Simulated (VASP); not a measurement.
Runs of VASP 6.6.1 on Sc. The structure is that of space group P6_3/mmc (No. 194), or close to it. The cells are those of the table. 

```tsv
cell	gap on the mesh (eV)	pressure (GPa)
a = 3.408, b = 3.408, c = 5.426 Å, angles 90.0, 90.0, 120.0°, 2 atoms	none	(a)
a = 3.408, b = 3.408, c = 5.268 Å, angles 90.0, 90.0, 120.0°, 2 atoms	none	-3.4
a = 3.358, b = 3.358, c = 5.347 Å, angles 90.0, 90.0, 120.0°, 2 atoms	none	-2.7
a = 3.408, b = 3.408, c = 5.347 Å, angles 90.0, 90.0, 120.0°, 2 atoms	none	(b)
a = 3.358, b = 3.358, c = 5.426 Å, angles 90.0, 90.0, 120.0°, 2 atoms	none	-3.3
```

Alike in all rows: task single point; level PBE; potentials or basis VASP PAW PBE potentials, release 64 (Sc_sv); no spin polarisation; k mesh 18 × 18 × 10; cutoff (eV) 520; smearing gaussian 0.15 eV.

Estimate the missing entries.

(a) -4.6; (b) -4.0.

Caveats: the cell stands under tension (at least some runs).

A gap of «none» marks levels without a gap at the run's occupations.
